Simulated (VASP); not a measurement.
# Zn (Fm-3m) in VASP: a series of runs

Zn is run at these levels: PBE; tasks: single point, relaxation of cell and atoms.

Everything below comes from runs of VASP 6.6.1. Logs are shortened: lines on timing, memory, paths and dates and some standing lists are left out, and cuts for length are marked.

**1. The cell of the first run**

It takes space group Fm-3m (No. 225, cubic). Conventional cell: a = 3.928 Å, b = 3.928 Å, c = 3.928 Å, α = 90.00°, β = 90.00°, γ = 90.00°. Within 3.7 Å of Zn (site symmetry m-3m) lie 12 Zn at 2.78 Å.

This isn't the form of Zn at room conditions, which is hcp.

**2. Single point, PBE**

Input file INCAR:

```
  PREC = Accurate
  ENCUT = 520
  EDIFF = 1E-6
  ISMEAR = 0
  SIGMA = 0.1
  LREAL = False
  LASPH = True
  NELM = 80
  ALGO = Fast
  ISIF = 2
  LWAVE = False
  LCHARG = False
  GGA = PE
  NBANDS = 12
```

Input file KPOINTS:

```
Automatic mesh
0
Gamma
  18 18 18
```

Input file POSCAR:

```
Zn
1.0
    0.0000000000      1.9642359323      1.9642359323
    1.9642359323      0.0000000000      1.9642359323
    1.9642359323      1.9642359323      0.0000000000
Zn
1
Direct
    0.0000000000      0.0000000000      0.0000000000
```

Potentials or basis: VASP PAW PBE potentials, release 64 (Zn).

Run with:

```bash
$ cat potpaw_PBE.64/Zn/POTCAR > POTCAR
$ mpirun -np 1 vasp_std > vasp.out
```

OUTCAR:

```text
PREC = Accurate
   ENCUT = 520
   EDIFF = 1E-6
   ISMEAR = 0
   LREAL = False
   LASPH = True
   NELM = 80
   ISIF = 2
   GGA = PE

 ion  position               nearest neighbor table
   1  0.000  0.000  0.000-

  LATTYP: Found a face centered cubic cell.
 ALAT       =     3.9284718646

  Lattice vectors:

 A1 = (   0.0000000000,   1.9642359323,   1.9642359323)
 A2 = (   1.9642359323,   0.0000000000,   1.9642359323)
 A3 = (   1.9642359323,   1.9642359323,   0.0000000000)

Analysis of symmetry for initial positions (statically):
=====================================================================
 Subroutine PRICEL returns:
 Original cell was already a primitive cell.

 Routine SETGRP: Setting up the symmetry group for a
 face centered cubic supercell.

 Subroutine GETGRP returns: Found 48 space group operations
 (whereof 48 operations were pure point group operations)
 out of a pool of 48 trial point group operations.

The static configuration has the point symmetry O_h .

Analysis of symmetry for dynamics (positions and initial velocities):
=====================================================================
 Subroutine PRICEL returns:
 Original cell was already a primitive cell.

 Routine SETGRP: Setting up the symmetry group for a
 face centered cubic supercell.

 Subroutine GETGRP returns: Found 48 space group operations
 (whereof 48 operations were pure point group operations)
 out of a pool of 48 trial point group operations.

The dynamic configuration has the point symmetry O_h .

 Subroutine INISYM returns: Found 48 space group operations
 (whereof 48 operations are pure point group operations),
 and found     1 'primitive' translations

----------------------------------------------------------------------------------------

                                     Primitive cell

  volume of cell :      15.1569

  direct lattice vectors                    reciprocal lattice vectors
     0.000000000  1.964235932  1.964235932    -0.254551906  0.254551906  0.254551906
     1.964235932  0.000000000  1.964235932     0.254551906 -0.254551906  0.254551906
     1.964235932  1.964235932  0.000000000     0.254551906  0.254551906 -0.254551906

  length of vectors
     2.777849095  2.777849095  2.777849095     0.440896834  0.440896834  0.440896834

  position of ions in fractional coordinates (direct lattice)
     0.000000000  0.000000000  0.000000000

  ion indices of the primitive-cell ions
   primitive index   ion index
                 1           1

----------------------------------------------------------------------------------------

 KPOINTS: Automatic mesh

Automatic generation of k-mesh.
 Grid dimensions read from file:
 generate k-points for:   18   18   18

 Generating k-lattice:

  Cartesian coordinates                     Fractional coordinates (reciprocal lattice)
    -0.014141773  0.014141773  0.014141773     0.055555556  0.000000000  0.000000000
     0.014141773 -0.014141773  0.014141773     0.000000000  0.055555556  0.000000000
     0.014141773  0.014141773 -0.014141773     0.000000000  0.000000000  0.055555556

  Length of vectors
     0.024494269  0.024494269  0.024494269

  Shift w.r.t. Gamma in fractional coordinates (k-lattice)
     0.000000000  0.000000000  0.000000000

 Subroutine IBZKPT returns following result:
 ===========================================

 Found    195 irreducible k-points:

 Following reciprocal coordinates:
            Coordinates               Weight
  0.000000  0.000000  0.000000      1.000000
  0.055556  0.000000  0.000000      8.000000
  0.111111  0.000000  0.000000      8.000000
  0.166667  0.000000  0.000000      8.000000
  0.222222  0.000000  0.000000      8.000000
  0.277778  0.000000  0.000000      8.000000
[... 16 lines left out ...]
 -0.277778  0.055556  0.000000     24.000000
 -0.222222  0.055556  0.000000     24.000000
 [... further k-points ...]
   k-points           NKPTS =    195   k-points in BZ     NKDIM =    195   number of bands    NBANDS=     12
   number of dos      NEDOS =    301   number of ions     NIONS =      1
   total plane-waves  NPLWV =  13824
   dimension x,y,z NGX =    24 NGY =   24 NGZ =   24
   dimension x,y,z NGXF=    48 NGYF=   48 NGZF=   48
   ions per type =               1
   NGX,Y,Z   is equivalent  to a cutoff of  14.36, 14.36, 14.36 a.u.
   NGXF,Y,Z  is equivalent  to a cutoff of  28.73, 28.73, 28.73 a.u.
 SYSTEM =  unknown system
   PREC   = accura    normal or accurate (medium, high low for compatibility)
   ISTART =      0    job   : 0-new  1-cont  2-samecut
   ICHARG =      2    charge: 1-file 2-atom 10-const
   ISPIN  =      1    spin polarized calculation?
   LNONCOLLINEAR =      F non collinear calculations
   LSORBIT =      F    spin-orbit coupling
   LASPH  =      T    aspherical Exc in radial PAW
   ENCUT  =  520.0 eV  38.22 Ry    6.18 a.u.   5.16  5.16  5.16*2*pi/ulx,y,z
   NELM   =     80;   NELMIN=  2; NELMDL= -5     # of ELM steps
   EDIFF  = 0.1E-05   stopping-criterion for ELM
   LREAL  =      F    real-space projection
   EDIFFG = 0.1E-04   stopping-criterion for IOM
   NSW    =      0    number of steps for IOM
   IBRION =     -1    ionic relax: 0-MD 1-quasi-New 2-CG
   NFREE  =      0    steps in history (QN), initial steepest desc. (CG)
   ISIF   =      2    stress and relaxation
   ISYM   =      2    0-nonsym 1-usesym 2-fastsym
   POTIM  = 0.5000    time-step for ionic-motion
   TEBEG  =    0.0;   TEEND  =   0.0 temperature during run
   PSTRESS=    0.0 pullay stress
   NELECT =      12.0000    total number of electrons
   NUPDOWN=      -1.0000    fix difference up-down
   EMIN   =  10.00;   EMAX   =-10.00  energy-range for DOS
   EFERMI =   0.00;   METHOD = LEGACY
   ISMEAR =     0;   SIGMA  =   0.10  broadening in eV -4-tet -1-fermi 0-gaus
   EFERMI_NEDOS =   21; number of points for ismear=-14 and -15
   IALGO  =     68    algorithm
   IMIX   =      4    mixing-type and parameters
     AMIX     =   0.40;   BMIX     =  1.00
     AMIX_MAG =   1.60;   BMIX_MAG =  1.00
  volume/ion in A,a.u.               =      15.16       102.28
  Fermi-wavevector in a.u.,A,eV,Ry     =   1.514485  2.861961 31.207198  2.293664
  Thomas-Fermi vector in A             =   2.624136
   LORBIT       =      0    0 simple, 1 ext, 2 COOP (PROOUT), +10 PAW based schemes
   GGA     = PE    functional components
   LHFCALC =     F    Hartree Fock is set to
   AEXX    =    0.0000 exact exchange contribution
   IVDW    =     0    specifies the selected vdW correction
   LEPSILON=     F    determine dielectric tensor
   LRPA    =     F    only Hartree local field effects (RPA)
 non-spin polarized calculation
 RMM-DIIS sequential band-by-band and
 Gauss-broadening in eV      SIGMA  =   0.10
  energy-cutoff  :      520.00
  volume of cell :       15.16
 maximum number of plane-waves:       419
 NGX is ok and might be reduce to    24
   NGX = 11   NGY = 11   NGZ = 11

 number of electron      12.0000008 magnetization

 Free energy of the ion-electron system (eV)
  ---------------------------------------------------
  ext. energy  EPLUGINS =         0.00000000
  ---------------------------------------------------
  free energy    TOTEN  =        -1.08543075 eV

  energy without entropy =       -1.08415859  energy(sigma->0) =       -1.08479467

 E-fermi :   3.0267     XC(G=0): -11.5812

 val. band max:        2.9956370211   @ k =  -0.3889   0.4444   0.0556
 cond. band min:       3.0869708417   @ k =  -0.3333   0.3333   0.1667
 fundamental gap:      0.0913338206
 Fermi energy:         3.0267038702

 k-point     1 :       0.0000    0.0000    0.0000
  band No.  band energies     occupation
      1      -7.2713      2.00000
      2      -4.5331      2.00000
      3      -4.5331      2.00000
      4      -4.5331      2.00000
      5      -4.1529      2.00000
      6      -4.1529      2.00000
      7      21.3713      0.00000
      8      21.3713      0.00000
      9      21.3713      0.00000
     10      21.9881      0.00000
     11      24.1470      0.00000
     12      24.1471      0.00000

 k-point     2 :       0.0556    0.0000    0.0000
  band No.  band energies     occupation
      1      -7.1779      2.00000
      2      -4.5409      2.00000
      3      -4.5223      2.00000
      4      -4.5223      2.00000
      5      -4.1561      2.00000
      6      -4.1561      2.00000
      7      19.6312      0.00000
      8      21.0577      0.00000
      9      21.0577      0.00000
     10      21.7988      0.00000
     11      24.6187      0.00000
     12      24.6187      0.00000

 k-point     3 :       0.1111    0.0000    0.0000
  band No.  band energies     occupation
      1      -6.9021      2.00000
      2      -4.5588      2.00000
      3      -4.4945      2.00000
      4      -4.4945      2.00000
      5      -4.1618      2.00000
      6      -4.1618      2.00000
      7      16.9221      0.00000
      8      20.4467      0.00000
      9      20.4468      0.00000
     10      21.6888      0.00000
     11      25.6978      0.00000
     12      25.6978      0.00000
[... 286 lines left out ...]
 k-point    23 :      -0.2778    0.0556    0.0000
  band No.  band energies     occupation
      1      -5.3288      2.00000
      2      -4.4784      2.00000
      3      -4.4550      2.00000
      4      -4.1757      2.00000
      5      -4.0911      2.00000
      6      -3.7021      2.00000
      7       8.5012      0.00000
      8      16.8153      0.00000
      9      19.9024      0.00000
     10      21.3836      0.00000
     11      23.1601      0.00000
     12      24.1874      0.00000

 k-point    24 :      -0.2222    0.0556    0.0000
  band No.  band energies     occupation
      1      -5.6733      2.00000
      2      -4.5106      2.00000
      3      -4.4361      2.00000
      4      -4.4101      2.00000
      5      -4.1605      2.00000
      6      -4.0056      2.00000
      7      10.8908      0.00000
      8      17.0818      0.00000
      9      20.4830      0.00000
     10      21.8517      0.00000
     11      24.0587      0.00000
     12      24.6776      0.00000

 [... further k-points ...]
[... 5 lines left out ...]
  --------------------------------------------------------------------------------------
  -------------------------------------------------------------------------------------
  Total        0.0271995      0.0271995      0.0271995     -0.0000000     -0.0000000     -0.0000000
  in kB        2.8751523      2.8751523      2.8751523     -0.0000000     -0.0000000     -0.0000000
  external PRESSURE =       2.8751523 kB  Pullay stress =       0.0000000 kB

 VOLUME and BASIS-vectors are now :
 -----------------------------------------------------------------------------
  energy-cutoff  :      520.00
  volume of cell :       15.16
      direct lattice vectors                 reciprocal lattice vectors
     0.000000000  1.964235932  1.964235932    -0.254551906  0.254551906  0.254551906
     1.964235932  0.000000000  1.964235932     0.254551906 -0.254551906  0.254551906
     1.964235932  1.964235932  0.000000000     0.254551906  0.254551906 -0.254551906

 POSITION                                       TOTAL-FORCE (eV/Angst)
 -----------------------------------------------------------------------------------
      0.00000      0.00000      0.00000         0.000000      0.000000     -0.000000
 -----------------------------------------------------------------------------------
    total drift:                               -0.000000      0.000000     -0.000000

  FREE ENERGIE OF THE ION-ELECTRON SYSTEM (eV)
  ---------------------------------------------------
  free  energy   TOTEN  =        -1.0854307466 eV

  energy  without entropy=       -1.0841585884  energy(sigma->0) =       -1.08479467
```

It took 12 s on 1 thread of Intel Xeon 6975P-C (Granite Rapids), shared host; peak memory 0.15 GiB.

What came out:

* Free energy: -1.0854 eV
* Pressure: 0.3 GPa
* Band gap on the k mesh: zero (bands 6 and 7 overlap by 3.02 eV)

Levels at points of the mesh, in eV from the Fermi level:
```tsv
k point	band 3	band 4	band 5	band 6	band 7	band 8	band 9	band 10
(0.00, 0.00, 0.00)	-7.56	-7.56	-7.18	-7.18	18.34	18.34	18.34	18.96
(0.50, 0.00, 0.00)	-7.56	-6.90	-6.90	-2.84	-1.32	15.32	15.32	17.50
(0.50, 0.50, 0.00)	-6.91	-6.82	-6.82	-0.93	1.80	8.50	8.50	12.15
```

**3. Relaxation of cell and atoms, PBE**

This run uses another cell than the first one, of 15.25 Å³/atom.

Input file INCAR:

```
PREC = Accurate
ENCUT = 600
EDIFF = 1E-6
ISMEAR = 0
SIGMA = 0.1
LREAL = F
LASPH = T
NELM = 80
ALGO = Normal
ISIF = 3
LWAVE = F
LCHARG = F
GGA = PE
IBRION = 2
NSW = 80
EDIFFG = -0.01
```

KPOINTS is that of step 2.

Input file POSCAR:

```
Zn
1.0
    0.0000000000      1.9682667478      1.9682667478
    1.9682667478      0.0000000000      1.9682667478
    1.9682667478      1.9682667478      0.0000000000
Zn
1
Direct
    0.0000000000      0.0000000000      0.0000000000
```

Potentials or basis: VASP PAW PBE potentials, release 64 (Zn).

Run with:

```bash
$ cat potpaw_PBE.64/Zn/POTCAR > POTCAR
$ mpirun -np 1 vasp_std > vasp.out
```

Wall time 13 s (1 thread of Intel Xeon 6975P-C (Granite Rapids), shared host); peak memory 0.17 GiB.

It converged, with:

| Property | Result |
| --- | --- |
| Free energy | -1.0853 eV |
| Relaxed volume | 15.23 Å³/atom |
| Relaxed cell | a = 2.782 Å, b = 2.782 Å, c = 2.782 Å, α = 60.00°, β = 60.00°, γ = 60.00° |
| Space group after relaxing (to 0.1 Å) | Fm-3m (No. 225) |
| Energy gained by relaxing | 0.0 meV/atom |
| Ionic steps | 2 |
| Pressure after relaxing | -0.1 GPa |
| Band gap on the k mesh | zero (bands 6 and 7 overlap by 3.02 eV) |

Final structure:
```cif
data_structure
_symmetry_space_group_name_H-M 'P 1'
_symmetry_Int_Tables_number 1
_cell_length_a 2.7821
_cell_length_b 2.7821
_cell_length_c 2.7821
_cell_angle_alpha 60.000
_cell_angle_beta 60.000
_cell_angle_gamma 60.000
_cell_volume 15.23
loop_
_atom_site_label
_atom_site_type_symbol
_atom_site_fract_x
_atom_site_fract_y
_atom_site_fract_z
_atom_site_occupancy
Zn1 Zn 0.00000 0.00000 0.00000 1
```

Levels at points of the mesh, in eV from the Fermi level:
| k point | band 3 | band 4 | band 5 | band 6 | band 7 | band 8 | band 9 | band 10 |
| --- | --- | --- | --- | --- | --- | --- | --- | --- |
| (0.00, 0.00, 0.00) | -7.55 | -7.55 | -7.17 | -7.17 | 18.28 | 18.28 | 18.28 | 18.93 |
| (0.50, 0.00, 0.00) | -7.55 | -6.89 | -6.89 | -2.82 | -1.32 | 15.27 | 15.27 | 17.47 |
| (0.50, 0.50, 0.00) | -6.90 | -6.82 | -6.82 | -0.92 | 1.78 | 8.47 | 8.47 | 12.12 |
